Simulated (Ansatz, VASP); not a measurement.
## H3ClO in VASP and in Ansatz

```
CELL_PARAMETERS angstrom
6.63126 0.00000 0.00000
0.00000 6.63126 0.00000
0.00000 0.00000 6.63126
ATOMIC_POSITIONS crystal
O 0.82679 0.01627 0.11998
O 0.35882 0.29413 0.34251
O 0.22891 0.11497 0.01618
O 0.05387 0.74850 0.86575
H 0.84923 0.87878 0.06846
H 0.73928 0.00411 0.23919
H 0.44339 0.39909 0.28093
H 0.32255 0.20521 0.22241
H 0.08717 0.11521 0.05895
H 0.23861 0.97989 0.95551
H 0.04323 0.70947 0.72369
H 0.11862 0.63241 0.92841
H 0.75088 0.13911 0.94633
H 0.18632 0.40521 0.37668
H 0.50085 0.03430 0.59237
H 0.60062 0.48751 0.92779
Cl 0.71628 0.25708 0.77704
Cl 0.00916 0.52768 0.39820
Cl 0.49016 0.85181 0.51703
Cl 0.54006 0.63044 0.05931
```

Alike in both runs: functional PBE; dispersion D3(BJ); k mesh 1 × 1 × 1; occupations fermi-dirac, width 0.02 eV; no spin polarisation.

Ansatz relaxed the structure, and its values are those at the end. VASP's run is a single point on that final structure, the one shown.

|  | VASP | Ansatz |
| --- | --- | --- |
| version | VASP 6.6.1 | Ansatz 0.2.0 |
| potentials or method | VASP PAW PBE potentials, release 64 (O, H, Cl), cutoff 520 eV | scalar-relativistic, plane waves, PAW |
| valence electrons in the cell | 64 | 64 |

|  | VASP | Ansatz | Ansatz less VASP |
| --- | --- | --- | --- |
| gap on the k mesh at the Fermi level (eV) | 4.95 | 4.94 | -0.012 |
| rms of the force components (eV/Å) | 0.116 | 0.114 | -0.0016 |

Ansatz's warnings: xc potential rough in thin density.
